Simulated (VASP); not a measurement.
Hg, 1 atom in the cell. It takes space group Im-3m (No. 229, cubic). Conventional cell: a = 3.245 Å, b = 3.245 Å, c = 3.245 Å, α = 90.00°, β = 90.00°, γ = 90.00°. Within 3.7 Å of Hg (site symmetry m-3m) lie 14 Hg at 2.81 to 3.24 Å.  This cell differs from its parent crystal: volume scaled by 0.76.

* Program: VASP 6.6.1
* Task: single point
* Functional: LDA
* Potentials or basis: VASP PAW LDA potentials, release 64 (Hg)
* Cutoff: 520 eV
* k mesh: 15 × 15 × 15
* Occupations: fermi-dirac, width 0.1 eV
* Spin: no spin polarisation
* Dipole correction: no
* Further INCAR settings: ALGO = Normal; EDIFF = 1e-07; NBANDS = 12

Potentials or basis: VASP PAW LDA potentials, release 64 (Hg).

The run is started by

```console
$ cat potpaw_LDA.64/Hg/POTCAR > POTCAR
$ mpirun -np 1 vasp_std > vasp.out
```

Hardware: 1 thread of Intel(R) Xeon(R) 6975P-C (Granite Rapids), with other jobs on the host.

**Question.** How long does it take, and how much memory?

**Answer.** Wall time 7.3 s on 1 thread of Intel(R) Xeon(R) 6975P-C (Granite Rapids) (shared host), peak memory 0.14 GiB. Counts: scf iterations 11, k points 120.
